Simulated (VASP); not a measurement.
# C (Fd-3m) in VASP: further runs

The runs below take C through single point, with LDA.

Everything below comes from runs of VASP 6.6.1. Logs are shortened: lines on timing, memory, paths and dates and some standing lists are left out, and cuts for length are marked.

### Step 1. The cell of the first run

Symmetry: Fd-3m, No. 227, cubic system. Conventional cell: a = 3.494 Å, b = 3.494 Å, c = 3.494 Å, α = 90.00°, β = 90.00°, γ = 90.00°. Within 2.0 Å of C (site symmetry -43m) lie 4 C at 1.51 Å.

### Step 2. Single point, LDA (volume scaled by 0.94)

INCAR reads:

```
SYSTEM = C
ALGO = Normal ; EDIFF = 1E-7
ENCUT = 520 ; ISIF = 2
ISMEAR = -1 ; LASPH = .TRUE.
LCHARG = .TRUE. ; LELF = .TRUE.
LREAL = .FALSE. ; LVHAR = .TRUE.
LWAVE = .FALSE. ; NBANDS = 11
NELM = 80 ; PREC = Accurate
SIGMA = 0.03
```

KPOINTS reads:

```
k-points
0
G
  16 16 16
  0 0 0
```

POSCAR reads:

```
C
1.0
    0.0000000000      1.7469938663      1.7469938663
    1.7469938663      0.0000000000      1.7469938663
    1.7469938663      1.7469938663      0.0000000000
C
2
Direct
    0.5000000000      0.5000000000      0.5000000000
    0.7500000000      0.7500000000      0.7500000000
```

Potentials or basis: VASP PAW LDA potentials, release 64 (C).

Run with:

```console
$ cat potpaw_LDA.64/C/POTCAR > POTCAR
$ mpirun -np 1 vasp_std > vasp.out
```

OUTCAR:

```text
SYSTEM = C
   EDIFF = 1E-7
   ENCUT = 520
   ISIF = 2
   ISMEAR = -1
   LASPH = .TRUE.
   LREAL = .FALSE.
   NELM = 80
   PREC = Accurate

 ion  position               nearest neighbor table
   1  0.500  0.500  0.500-   2 1.51   2 1.51   2 1.51   2 1.51
   2  0.750  0.750  0.750-   1 1.51   1 1.51   1 1.51   1 1.51

  LATTYP: Found a face centered cubic cell.
 ALAT       =     3.4939877326

  Lattice vectors:

 A1 = (   0.0000000000,   1.7469938663,   1.7469938663)
 A2 = (   1.7469938663,   0.0000000000,   1.7469938663)
 A3 = (   1.7469938663,   1.7469938663,   0.0000000000)

Analysis of symmetry for initial positions (statically):
=====================================================================
 Subroutine PRICEL returns:
 Original cell was already a primitive cell.

 Routine SETGRP: Setting up the symmetry group for a
 face centered cubic supercell.

 Subroutine GETGRP returns: Found 48 space group operations
 (whereof 24 operations were pure point group operations)
 out of a pool of 48 trial point group operations.

The static configuration has the point symmetry T_d .
 The point group associated with its full space group is O_h .

Analysis of symmetry for dynamics (positions and initial velocities):
=====================================================================
 Subroutine PRICEL returns:
 Original cell was already a primitive cell.

 Routine SETGRP: Setting up the symmetry group for a
 face centered cubic supercell.

 Subroutine GETGRP returns: Found 48 space group operations
 (whereof 24 operations were pure point group operations)
 out of a pool of 48 trial point group operations.

The dynamic configuration has the point symmetry T_d .
 The point group associated with its full space group is O_h .

 Subroutine INISYM returns: Found 48 space group operations
 (whereof 24 operations are pure point group operations),
 and found     1 'primitive' translations

----------------------------------------------------------------------------------------

                                     Primitive cell

  volume of cell :      10.6636

  direct lattice vectors                    reciprocal lattice vectors
     0.000000000  1.746993866  1.746993866    -0.286205928  0.286205928  0.286205928
     1.746993866  0.000000000  1.746993866     0.286205928 -0.286205928  0.286205928
     1.746993866  1.746993866  0.000000000     0.286205928  0.286205928 -0.286205928

  length of vectors
     2.470622419  2.470622419  2.470622419     0.495723208  0.495723208  0.495723208

  position of ions in fractional coordinates (direct lattice)
     0.500000000  0.500000000  0.500000000
     0.750000000  0.750000000  0.750000000

  ion indices of the primitive-cell ions
   primitive index   ion index
                 1           1
                 2           2

----------------------------------------------------------------------------------------

 KPOINTS: k-points

Automatic generation of k-mesh.
 Grid dimensions read from file:
 generate k-points for:   16   16   16

 Generating k-lattice:

  Cartesian coordinates                     Fractional coordinates (reciprocal lattice)
    -0.017887870  0.017887870  0.017887870     0.062500000  0.000000000  0.000000000
     0.017887870 -0.017887870  0.017887870     0.000000000  0.062500000  0.000000000
     0.017887870  0.017887870 -0.017887870     0.000000000  0.000000000  0.062500000

  Length of vectors
     0.030982701  0.030982701  0.030982701

  Shift w.r.t. Gamma in fractional coordinates (k-lattice)
     0.000000000  0.000000000  0.000000000

 Subroutine IBZKPT returns following result:
 ===========================================

 Found    145 irreducible k-points:

 Following reciprocal coordinates:
            Coordinates               Weight
  0.000000  0.000000  0.000000      1.000000
  0.062500  0.000000  0.000000      8.000000
  0.125000  0.000000  0.000000      8.000000
  0.187500  0.000000  0.000000      8.000000
  0.250000  0.000000  0.000000      8.000000
  0.312500  0.000000  0.000000      8.000000
[... 16 lines left out ...]
 -0.125000  0.062500  0.000000     24.000000
 -0.062500  0.062500  0.000000     12.000000
 [... further k-points ...]
   k-points           NKPTS =    145   k-points in BZ     NKDIM =    145   number of bands    NBANDS=     11
   number of dos      NEDOS =    301   number of ions     NIONS =      2
   total plane-waves  NPLWV =   5832
   dimension x,y,z NGX =    18 NGY =   18 NGZ =   18
   dimension x,y,z NGXF=    36 NGYF=   36 NGZF=   36
   ions per type =               2
   NGX,Y,Z   is equivalent  to a cutoff of  12.11, 12.11, 12.11 a.u.
   NGXF,Y,Z  is equivalent  to a cutoff of  24.22, 24.22, 24.22 a.u.
 SYSTEM =  C
   PREC   = accura    normal or accurate (medium, high low for compatibility)
   ISTART =      0    job   : 0-new  1-cont  2-samecut
   ICHARG =      2    charge: 1-file 2-atom 10-const
   ISPIN  =      1    spin polarized calculation?
   LNONCOLLINEAR =      F non collinear calculations
   LSORBIT =      F    spin-orbit coupling
   LASPH  =      T    aspherical Exc in radial PAW
   ENCUT  =  520.0 eV  38.22 Ry    6.18 a.u.   4.59  4.59  4.59*2*pi/ulx,y,z
   NELM   =     80;   NELMIN=  2; NELMDL= -5     # of ELM steps
   EDIFF  = 0.1E-06   stopping-criterion for ELM
   LREAL  =      F    real-space projection
   EDIFFG = 0.1E-05   stopping-criterion for IOM
   NSW    =      0    number of steps for IOM
   IBRION =     -1    ionic relax: 0-MD 1-quasi-New 2-CG
   NFREE  =      0    steps in history (QN), initial steepest desc. (CG)
   ISIF   =      2    stress and relaxation
   ISYM   =      2    0-nonsym 1-usesym 2-fastsym
   POTIM  = 0.5000    time-step for ionic-motion
   TEBEG  =    0.0;   TEEND  =   0.0 temperature during run
   PSTRESS=    0.0 pullay stress
   NELECT =       8.0000    total number of electrons
   NUPDOWN=      -1.0000    fix difference up-down
   EMIN   =  10.00;   EMAX   =-10.00  energy-range for DOS
   EFERMI =   0.00;   METHOD = LEGACY
   ISMEAR =    -1;   SIGMA  =   0.03  broadening in eV -4-tet -1-fermi 0-gaus
   EFERMI_NEDOS =   21; number of points for ismear=-14 and -15
   IALGO  =     38    algorithm
   IMIX   =      4    mixing-type and parameters
     AMIX     =   0.40;   BMIX     =  1.00
     AMIX_MAG =   1.60;   BMIX_MAG =  1.00
  volume/ion in A,a.u.               =       5.33        35.98
  Fermi-wavevector in a.u.,A,eV,Ry     =   1.487545  2.811052 30.106838  2.212790
  Thomas-Fermi vector in A             =   2.600692
   LORBIT       =      0    0 simple, 1 ext, 2 COOP (PROOUT), +10 PAW based schemes
   GGA     = CA    functional components
   LHFCALC =     F    Hartree Fock is set to
   AEXX    =    0.0000 exact exchange contribution
   IVDW    =     0    specifies the selected vdW correction
   LEPSILON=     F    determine dielectric tensor
   LRPA    =     F    only Hartree local field effects (RPA)
 non-spin polarized calculation
  energy-cutoff  :      520.00
  volume of cell :       10.66
 maximum number of plane-waves:       302
   NGX =  9   NGY =  9   NGZ =  9

 number of electron       8.0000001 magnetization

 Free energy of the ion-electron system (eV)
  ---------------------------------------------------
  ext. energy  EPLUGINS =         0.00000000
  ---------------------------------------------------
  free energy    TOTEN  =       -20.22376782 eV

  energy without entropy =      -20.22376782  energy(sigma->0) =      -20.22376782

 E-fermi :  11.2966     XC(G=0): -13.8010

 val. band max:       10.6494834649   @ k =   0.0000   0.0000   0.0000
 cond. band min:      14.8989969862   @ k =   0.3750   0.3750   0.0000
 fundamental gap:      4.2495135212
 Fermi energy:        11.2965578183

 k-point     1 :       0.0000    0.0000    0.0000
  band No.  band energies     occupation
      1     -11.5105      2.00000
      2      10.6495      2.00000
      3      10.6495      2.00000
      4      10.6495      2.00000
      5      16.3671      0.00000
      6      16.3671      0.00000
      7      16.3671      0.00000
      8      25.6460      0.00000
      9      30.4850      0.00000
     10      37.9819      0.00000
     11      37.9819      0.00000

 k-point     2 :       0.0625    0.0000    0.0000
  band No.  band energies     occupation
      1     -11.3979      2.00000
      2       9.8864      2.00000
      3      10.4471      2.00000
      4      10.4471      2.00000
      5      16.6309      0.00000
      6      16.6309      0.00000
      7      16.8569      0.00000
      8      25.6915      0.00000
      9      30.6681      0.00000
     10      36.1788      0.00000
     11      36.1788      0.00000

 k-point     3 :       0.1250    0.0000    0.0000
  band No.  band energies     occupation
      1     -11.0606      2.00000
      2       8.1425      2.00000
      3       9.9545      2.00000
      4       9.9545      2.00000
      5      17.2781      0.00000
      6      17.2781      0.00000
      7      17.8131      0.00000
      8      25.8230      0.00000
      9      31.1221      0.00000
     10      34.6102      0.00000
     11      34.6102      0.00000

 k-point     4 :       0.1875    0.0000    0.0000
  band No.  band energies     occupation
      1     -10.5005      2.00000
      2       6.0295      2.00000
      3       9.3641      2.00000
      4       9.3641      2.00000
      5      18.0343      0.00000
      6      18.0343      0.00000
      7      18.7149      0.00000
      8      26.0208      0.00000
      9      31.6032      0.00000
     10      33.6780      0.00000
     11      33.6780      0.00000
[... 239 lines left out ...]
 k-point    22 :      -0.1875    0.0625    0.0000
  band No.  band energies     occupation
      1     -10.1659      2.00000
      2       5.3287      2.00000
      3       8.1784      2.00000
      4       9.5569      2.00000
      5      17.8830      0.00000
      6      18.9025      0.00000
      7      19.2367      0.00000
      8      25.8487      0.00000
      9      31.8509      0.00000
     10      32.2226      0.00000
     11      34.4702      0.00000

 k-point    23 :      -0.1250    0.0625    0.0000
  band No.  band energies     occupation
      1     -10.7988      2.00000
      2       7.4459      2.00000
      3       8.7671      2.00000
      4      10.1072      2.00000
      5      17.1779      0.00000
      6      18.1023      0.00000
      7      18.4770      0.00000
      8      25.7727      0.00000
      9      31.4282      0.00000
     10      32.9213      0.00000
     11      34.7837      0.00000

 k-point    24 :      -0.0625    0.0625    0.0000
  band No.  band energies     occupation
      1     -11.2104      2.00000
      2       9.1841      2.00000
      3       9.5007      2.00000
      4      10.4621      2.00000
      5      16.6742      0.00000
      6      17.2618      0.00000
      7      17.5694      0.00000
      8      25.7270      0.00000
      9      30.9478      0.00000
     10      34.2781      0.00000
     11      35.6965      0.00000

 [... further k-points ...]
[... 5 lines left out ...]
  --------------------------------------------------------------------------------------
  -------------------------------------------------------------------------------------
  Total        1.1828658      1.1828658      1.1828658     -0.0000000      0.0000000     -0.0000000
  in kB      177.7223055    177.7223055    177.7223055     -0.0000000      0.0000000     -0.0000000
  external PRESSURE =     177.7223055 kB  Pullay stress =       0.0000000 kB

 VOLUME and BASIS-vectors are now :
 -----------------------------------------------------------------------------
  energy-cutoff  :      520.00
  volume of cell :       10.66
      direct lattice vectors                 reciprocal lattice vectors
     0.000000000  1.746993866  1.746993866    -0.286205928  0.286205928  0.286205928
     1.746993866  0.000000000  1.746993866     0.286205928 -0.286205928  0.286205928
     1.746993866  1.746993866  0.000000000     0.286205928  0.286205928 -0.286205928

 POSITION                                       TOTAL-FORCE (eV/Angst)
 -----------------------------------------------------------------------------------
      1.74699      1.74699      1.74699         0.000000     -0.000000      0.000000
      2.62049      2.62049      2.62049        -0.000000      0.000000     -0.000000
 -----------------------------------------------------------------------------------
    total drift:                                0.000000     -0.000000      0.000000

  FREE ENERGIE OF THE ION-ELECTRON SYSTEM (eV)
  ---------------------------------------------------
  free  energy   TOTEN  =       -20.2237678237 eV

  energy  without entropy=      -20.2237678237  energy(sigma->0) =      -20.22376782
```

Run time: 7.1 s. Hardware: 1 thread of Intel Xeon 6975P-C, shared host; peak memory 0.12 GiB.

What came out:

| Item | Value |
| --- | --- |
| Free energy | -20.2238 eV |
| Pressure | 17.8 GPa |
| Band gap on the k mesh | 4.25 eV, indirect (least direct gap 5.72 eV) |

Levels at points of the mesh, in eV from the valence-band top:
```
           k point  band 1  band 2  band 3  band 4  band 5  band 6  band 7  band 8
(0.00, 0.00, 0.00)  -22.16    0.00    0.00    0.00    5.72    5.72    5.72   15.00
(0.50, 0.00, 0.00)  -15.95  -14.06   -2.95   -2.95    8.65    8.65    9.87   15.97
(0.50, 0.50, 0.00)  -13.06  -13.06   -6.67   -6.67    4.84    4.84   17.58   17.58
```

 A k mesh can miss the band edges.

### Step 3. Single point, LDA (volume scaled by 0.98)

INCAR reads:

```
SYSTEM = C
ALGO = Normal
EDIFF = 1E-7
ENCUT = 520
ISIF = 2
ISMEAR = -1
LASPH = .True.
LCHARG = .False.
LREAL = .False.
LWAVE = .False.
NBANDS = 11
NELM = 60
PREC = Accurate
SIGMA = 0.03
```

KPOINTS reads:

```
k-points
0
Gamma
  16 16 16
  0 0 0
```

POSCAR reads:

```
C
1.0
    0.0000000000      1.7714305118      1.7714305118
    1.7714305118      0.0000000000      1.7714305118
    1.7714305118      1.7714305118      0.0000000000
C
2
Direct
    0.5000000000      0.5000000000      0.5000000000
    0.7500000000      0.7500000000      0.7500000000
```

Potentials or basis: VASP PAW LDA potentials, release 64 (C).

Run with:

```console
$ cat potpaw_LDA.64/C/POTCAR > POTCAR
$ mpirun -np 1 vasp_std > vasp.out
```

OUTCAR:

```text
SYSTEM = C
   EDIFF = 1E-7
   ENCUT = 520
   ISIF = 2
   ISMEAR = -1
   LASPH = .True.
   LREAL = .False.
   NELM = 60
   PREC = Accurate

 ion  position               nearest neighbor table
   1  0.500  0.500  0.500-   2 1.53   2 1.53   2 1.53   2 1.53
   2  0.750  0.750  0.750-   1 1.53   1 1.53   1 1.53   1 1.53

  LATTYP: Found a face centered cubic cell.
 ALAT       =     3.5428610236

  Lattice vectors:

 A1 = (   0.0000000000,   1.7714305118,   1.7714305118)
 A2 = (   1.7714305118,   0.0000000000,   1.7714305118)
 A3 = (   1.7714305118,   1.7714305118,   0.0000000000)

Analysis of symmetry for initial positions (statically):
=====================================================================
 Subroutine PRICEL returns:
 Original cell was already a primitive cell.

 Routine SETGRP: Setting up the symmetry group for a
 face centered cubic supercell.

 Subroutine GETGRP returns: Found 48 space group operations
 (whereof 24 operations were pure point group operations)
 out of a pool of 48 trial point group operations.

The static configuration has the point symmetry T_d .
 The point group associated with its full space group is O_h .

Analysis of symmetry for dynamics (positions and initial velocities):
=====================================================================
 Subroutine PRICEL returns:
 Original cell was already a primitive cell.

 Routine SETGRP: Setting up the symmetry group for a
 face centered cubic supercell.

 Subroutine GETGRP returns: Found 48 space group operations
 (whereof 24 operations were pure point group operations)
 out of a pool of 48 trial point group operations.

The dynamic configuration has the point symmetry T_d .
 The point group associated with its full space group is O_h .

 Subroutine INISYM returns: Found 48 space group operations
 (whereof 24 operations are pure point group operations),
 and found     1 'primitive' translations

----------------------------------------------------------------------------------------

[... 115 lines left out ...]
  Thomas-Fermi vector in A             =   2.582692
   LORBIT       =      0    0 simple, 1 ext, 2 COOP (PROOUT), +10 PAW based schemes
   GGA     = CA    functional components
   LHFCALC =     F    Hartree Fock is set to
   AEXX    =    0.0000 exact exchange contribution
   IVDW    =     0    specifies the selected vdW correction
   LEPSILON=     F    determine dielectric tensor
   LRPA    =     F    only Hartree local field effects (RPA)
 non-spin polarized calculation
  energy-cutoff  :      520.00
  volume of cell :       11.12
 maximum number of plane-waves:       310
   NGX =  9   NGY =  9   NGZ =  9

 number of electron       7.9999999 magnetization

 Free energy of the ion-electron system (eV)
  ---------------------------------------------------
  ext. energy  EPLUGINS =         0.00000000
  ---------------------------------------------------
  free energy    TOTEN  =       -20.24506639 eV

  energy without entropy =      -20.24506639  energy(sigma->0) =      -20.24506639

 E-fermi :  10.5393     XC(G=0): -13.5973

 val. band max:       10.0208786935   @ k =   0.0000   0.0000   0.0000
 cond. band min:      14.1686369401   @ k =   0.3750   0.3750   0.0000
 fundamental gap:      4.1477582466
 Fermi energy:        10.5392627452

 k-point     1 :       0.0000    0.0000    0.0000
  band No.  band energies     occupation
      1     -11.5682      2.00000
      2      10.0209      2.00000
      3      10.0209      2.00000
      4      10.0209      2.00000
      5      15.6201      0.00000
      6      15.6201      0.00000
      7      15.6201      0.00000
      8      24.0406      0.00000
      9      29.2907      0.00000
     10      36.8770      0.00000
     11      36.8770      0.00000
[... 309 lines left out ...]
 k-point    24 :      -0.0625    0.0625    0.0000
  band No.  band energies     occupation
      1     -11.2761      2.00000
      2       8.5988      2.00000
      3       8.9250      2.00000
      4       9.8393      2.00000
      5      15.9164      0.00000
      6      16.4612      0.00000
      7      16.7604      0.00000
      8      24.1805      0.00000
      9      29.7493      0.00000
     10      33.2928      0.00000
     11      34.6106      0.00000

 [... further k-points ...]
[... 5 lines left out ...]
  --------------------------------------------------------------------------------------
  -------------------------------------------------------------------------------------
  Total       -0.1917612     -0.1917612     -0.1917612      0.0000000      0.0000000      0.0000000
  in kB      -27.6356040    -27.6356040    -27.6356040      0.0000000      0.0000000      0.0000000
  external PRESSURE =     -27.6356040 kB  Pullay stress =       0.0000000 kB

 VOLUME and BASIS-vectors are now :
 -----------------------------------------------------------------------------
  energy-cutoff  :      520.00
  volume of cell :       11.12
      direct lattice vectors                 reciprocal lattice vectors
     0.000000000  1.771430512  1.771430512    -0.282257755  0.282257755  0.282257755
     1.771430512  0.000000000  1.771430512     0.282257755 -0.282257755  0.282257755
     1.771430512  1.771430512  0.000000000     0.282257755  0.282257755 -0.282257755

 POSITION                                       TOTAL-FORCE (eV/Angst)
 -----------------------------------------------------------------------------------
      1.77143      1.77143      1.77143        -0.000000     -0.000000     -0.000000
      2.65715      2.65715      2.65715         0.000000      0.000000      0.000000
 -----------------------------------------------------------------------------------
    total drift:                                0.000000     -0.000000      0.000000

  FREE ENERGIE OF THE ION-ELECTRON SYSTEM (eV)
  ---------------------------------------------------
  free  energy   TOTEN  =       -20.2450663913 eV

  energy  without entropy=      -20.2450663913  energy(sigma->0) =      -20.24506639
```

stdout:

```text
POSCAR found type information on POSCAR C
 POSCAR found :  1 types and       2 ions
 scaLAPACK will be used
 LDA part: xc-table for (Slater(with rela. corr.)+CA(PZ))
 , standard interpolation
 POSCAR, INCAR and KPOINTS ok, starting setup
 FFT: planning ... GRIDC
 FFT: planning ... GRID_SOFT
 FFT: planning ... GRID
 WAVECAR not read
 entering main loop
```

Wall time 8.1 s (1 thread of Intel Xeon 6975P-C, shared host); peak memory 0.12 GiB.

What came out:

| Item | Value |
| --- | --- |
| Free energy | -20.2451 eV |
| Pressure | -2.8 GPa |
| Band gap on the k mesh | 4.15 eV, indirect (least direct gap 5.60 eV) |

 A k mesh can miss the band edges.
